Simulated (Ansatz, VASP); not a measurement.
## C: VASP beside Ansatz

The input INCAR:

```
PREC = Accurate
ENCUT = 520
EDIFF = 1E-6
ISMEAR = 0
SIGMA = 0.15
LREAL = False
LASPH = True
NELM = 100
ALGO = Normal
ISIF = 2
LWAVE = False
LCHARG = False
GGA = PE
IVDW = 12
NBANDS = 11
```

The input KPOINTS:

```
regular mesh
0
Gamma
  24 24 6
```

The input POSCAR:

```
C
1.0
    2.7324893055      0.0000000000      0.0000000000
   -1.3662446527      2.1271057565      0.0000000000
    0.0000000000      0.0000000000      8.5238033600
C
2
Direct
    0.3333333333      0.6666666667      0.0000000000
    0.6666666667      0.3333333333      0.0000000000
```

Input for Ansatz:

```yaml
crystal:
  lattice:
    - [2.7324893055, 0.0, 0.0]
    - [-1.3662446527, 2.1271057565, 0.0]
    - [0.0, 0.0, 8.52380336]
  atoms:
    - { symbol: C, position: [0.3333333333, 0.6666666667, 0.0] }
    - { symbol: C, position: [0.6666666667, 0.3333333333, 0.0] }
basis:
  ecutwfc: 420
kpoints:
  mp_grid: { grid: [24, 24, 6] }
hamiltonian:
  xc: pbe
  dispersion: d3bj
scf:
  occupations: { method: gaussian, width: 0.15 }
output:
  forces: true
  stress: true
  eigenvalues: true
```

Change from the starting cell: strain +0.1125 x Voigt [1, 0, 0, 0, 0, 0], atoms carried along.

Alike in both runs: task single point; functional PBE; dispersion D3(BJ); k mesh 24 × 24 × 6; occupations gaussian, width 0.15 eV; no spin polarisation.

|  | VASP | Ansatz |
| --- | --- | --- |
| version | VASP 6.6.1 | Ansatz 0.2.0 |
| potentials or method | VASP PAW PBE potentials, release 64 (C), cutoff 520 eV | scalar-relativistic, plane waves, PAW |
| valence electrons in the cell | 8 | 8 |

Ansatz gave:

```
gap on the k mesh at the Fermi level (eV) : 0.42
least direct gap on the mesh (eV)         : 0.42
rms of the force components (eV/Å)        : 0.167
```

Problem. What did VASP give for the same quantities?

Solution. gap on the k mesh at the Fermi level (eV): 0.42; least direct gap on the mesh (eV): 0.42; rms of the force components (eV/Å): 0.182.

Atom by atom the forces differ by 0.015 eV/Å (rms over components).
